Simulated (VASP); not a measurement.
**Zn: single point with LDA**

The system is Zn.

```xyz
3
Lattice="2.2682 -1.3085 0.0000 2.2682 1.3085 0.0000 -1.5917 0.0000 7.3004" Properties=species:S:1:pos:R:3 pbc="T T T"
Zn    2.9960   -0.0437    2.4677
Zn   -0.0449   -0.0058    4.8975
Zn    0.0178    0.0124   -0.0041
```

```json
{
 "Program": "VASP 6.6.1",
 "Task": "single point",
 "Functional": "LDA",
 "Potentials or basis": "VASP PAW LDA potentials, release 64 (Zn)",
 "Cutoff": "520 eV",
 "k mesh": "8 × 8 × 3",
 "Occupations": "methfessel-paxton, width 0.05 eV",
 "Spin": "no spin polarisation"
}
```

The pressure is -4.7 GPa. The largest force is 0.059 eV/Å and the band gap on the k mesh is zero (bands 18 and 19 overlap by 3.21 eV).

Forces in eV/Å, atoms in the order of the input:
```
Zn   0.003  0.028  0.012
Zn   0.004 -0.003 -0.059
Zn  -0.007 -0.026  0.047
```

Stress tensor (GPa, compression positive):
```
-3.39  0.12 -1.16
 0.12 -5.72 -0.07
-1.16 -0.07 -4.86
```

Levels at points of the mesh, in eV from the Fermi level:
```tsv
k point	band 15	band 16	band 17	band 18	band 19	band 20	band 21	band 22
(0.00, 0.00, 0.00)	-7.08	-7.08	-6.86	-6.78	1.80	1.95	14.17	18.02
(0.50, 0.00, 0.00)	-6.82	-2.74	-2.01	-1.48	0.71	1.33	2.25	6.83
(0.00, 0.50, 0.00)	-6.82	-2.71	-2.07	-1.52	0.78	1.38	2.24	6.81
(0.50, 0.50, 0.00)	-6.82	-2.40	-2.24	-1.73	-0.11	2.29	3.82	4.70
```

Wall time 47 s on 1 thread of Intel(R) Xeon(R) Platinum 8559C (Emerald Rapids), with other jobs on the host, peak memory 0.19 GiB.

Caveat: the cell stands under tension.
